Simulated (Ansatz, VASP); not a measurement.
**One calculation of PbS, two programs**

```
Pb S
1.0
     2.96148   -2.96704    0.18162
     2.96148    2.96704    0.18162
    -0.36332    0.00000    5.92430
Pb S
2 2
Direct
  0.75000 0.75000 0.74995
  0.25000 0.25000 0.25005
  0.25001 0.25001 0.74985
  0.74999 0.74999 0.25015
```

Alike in both runs: functional PBE; dispersion D3(BJ); k mesh 8 × 8 × 6; occupations gaussian, width 0.02 eV; no spin polarisation.

Ansatz relaxed the structure, and its values are those at the end. VASP's run is a single point on that final structure, the one shown.

|  | VASP | Ansatz |
| --- | --- | --- |
| version | VASP 6.6.1 | Ansatz 0.2.0 |
| potentials or method | VASP PAW PBE potentials, release 64 (Pb_d, S), cutoff 500 eV | scalar-relativistic, plane waves, PAW |
| valence electrons in the cell | 40 | 40 |

```tsv
	VASP	Ansatz	Ansatz less VASP
gap on the k mesh at the Fermi level (eV)	0.37	0.36	-0.007
least direct gap on the mesh (eV)	0.37	0.36	-0.007
pressure (GPa)	-0.1	0.0	+0.06
```

Ansatz's warnings: relaxed geometry near dispersion switch.

Spin-orbit coupling is off throughout.
